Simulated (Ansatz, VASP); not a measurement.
## Two plane-wave programs on C

```
C
1.0
     1.78014    1.78014    0.00000
    -1.78014    1.78014    0.00000
     0.00000    1.78014    1.78014
C
2
Direct
  0.50000 0.50000 0.00000
  0.75000 0.25000 0.50000
```

Alike in both runs: functional r2SCAN; k mesh 16 × 16 × 16; occupations fermi-dirac, width 0.1 eV; no spin polarisation.

Ansatz relaxed the structure, and its values are those at the end. VASP's run is a single point on that final structure, the one shown.

|  | VASP | Ansatz |
| --- | --- | --- |
| version | VASP 6.6.1 | Ansatz 0.2.0 |
| potentials or method | VASP PAW PBE potentials, release 64 (C) | PAW with Ansatz's default frozen-core files, scalar-relativistic |
| plane-wave cutoff (eV) | 520 | 500 |
| valence electrons in the cell | 8 | 8 |

|  | VASP | Ansatz | Ansatz less VASP |
| --- | --- | --- | --- |
| pressure (GPa) | 1.1 | 0.0 | -1.12 |

VASP's potentials were made for PBE, not for r2SCAN.
